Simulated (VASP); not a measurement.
A run of VASP 6.6.1 is set up as follows.

File INCAR:

```
PREC = Accurate
ENCUT = 520
EDIFF = 1E-6
ISMEAR = -1
SIGMA = 0.1
LREAL = False
LASPH = True
NELM = 100
ALGO = Normal
ISIF = 2
LWAVE = False
LCHARG = True
GGA = CA
LELF = True
LVHAR = True
NBANDS = 9
```

File KPOINTS:

```
regular mesh
0
Gamma
  11 11 11
```

File POSCAR:

```
Te
1.0
    3.1326038533      0.0000000000      0.0000000000
    0.0000000000      3.1326038533      0.0000000000
    0.0000000000      0.0000000000      3.1326038533
Te
1
Direct
    0.0000000000      0.0000000000      0.0000000000
```

Potentials or basis: VASP PAW LDA potentials, release 64 (Te).

Launch:

```bash
$ cat potpaw_LDA.64/Te/POTCAR > POTCAR
$ mpirun -np 1 vasp_std > vasp.out
```

(1) Predict the band gap on the k mesh.

(2) Estimate the pressure.

## Answers

(1) zero (bands 3 and 4 overlap by 5.77 eV).

(2) 0.1 GPa.

Caveat: spin-orbit coupling is left out, which moves the levels of the heavy elements.
